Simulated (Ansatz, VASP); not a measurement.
PbO2: VASP beside Ansatz

Contents of INCAR:

```
SYSTEM = PbO2
PREC = Accurate ; ENCUT = 600
EDIFF = 1E-6 ; ISMEAR = 0
SIGMA = 0.1 ; LREAL = .FALSE.
LASPH = .TRUE. ; NELM = 100
ALGO = Fast ; ISIF = 3
LWAVE = .FALSE. ; LCHARG = .FALSE.
GGA = PE ; IBRION = 2
NSW = 100 ; EDIFFG = -0.005
```

The input KPOINTS:

```
regular mesh
0
G
  8 8 10
  0 0 0
```

POSCAR

```
PbO2
1.0
    5.0822739256      0.0000000000      0.0000000000
    0.0000000000      5.0822739256      0.0000000000
    0.0000000000      0.0000000000      3.4417015712
Pb O
2 4
Direct
    0.0000000000      0.0000000000      0.0000000000
    0.5000000000      0.5000000000      0.5000000000
    0.3080387109      0.3080387109      0.0000000000
    0.8080387109      0.1919612891      0.5000000000
    0.1919612891      0.8080387109      0.5000000000
    0.6919612891      0.6919612891      0.0000000000
```

Input for Ansatz:

```yaml
crystal:
  lattice:
    - [5.0822739256, 0.0, 0.0]
    - [0.0, 5.0822739256, 0.0]
    - [0.0, 0.0, 3.4417015712]
  atoms:
    - { symbol: Pb, position: [0.0, 0.0, 0.0] }
    - { symbol: Pb, position: [0.5, 0.5, 0.5] }
    - { symbol: O, position: [0.3080387109, 0.3080387109, 0.0] }
    - { symbol: O, position: [0.8080387109, 0.1919612891, 0.5] }
    - { symbol: O, position: [0.1919612891, 0.8080387109, 0.5] }
    - { symbol: O, position: [0.6919612891, 0.6919612891, 0.0] }
basis:
  ecutwfc: 420
kpoints:
  mp_grid: { grid: [8, 8, 10] }
hamiltonian:
  xc: pbe
scf:
  occupations: { method: gaussian, width: 0.1 }
output:
  forces: true
  stress: true
  eigenvalues: true
  write_density: true
  write_potential: true
  elf: true
  volumetric_format: npy
relax:
  adjacent_minimum: "off"
  f_tol: 0.005
  max_steps: 80
  cell: { stress_tol: 0.05 }
```

Alike in both runs: task relaxation of cell and atoms; functional PBE; k mesh 8 × 8 × 10; occupations gaussian, width 0.1 eV; no spin polarisation.

|  | VASP | Ansatz |
| --- | --- | --- |
| version | VASP 6.6.1 | Ansatz 0.2.0 |
| potentials or method | VASP PAW PBE potentials, release 64 (Pb_d, O), cutoff 600 eV | scalar-relativistic, plane waves, PAW |
| valence electrons in the cell | 52 | 52 |

```tsv
	VASP	Ansatz	Ansatz less VASP
gap on the k mesh at the Fermi level, each at its own relaxed structure (eV)	none	none	-
relaxed volume (Å³/atom)	14.83	14.82	-0.011
relaxed length of the cell vector where the two differ most in proportion (Å)	3.446	3.442	-0.0035
```

A gap of «none» marks a metal or a gap that the smearing closes.

Spin-orbit coupling is off throughout.
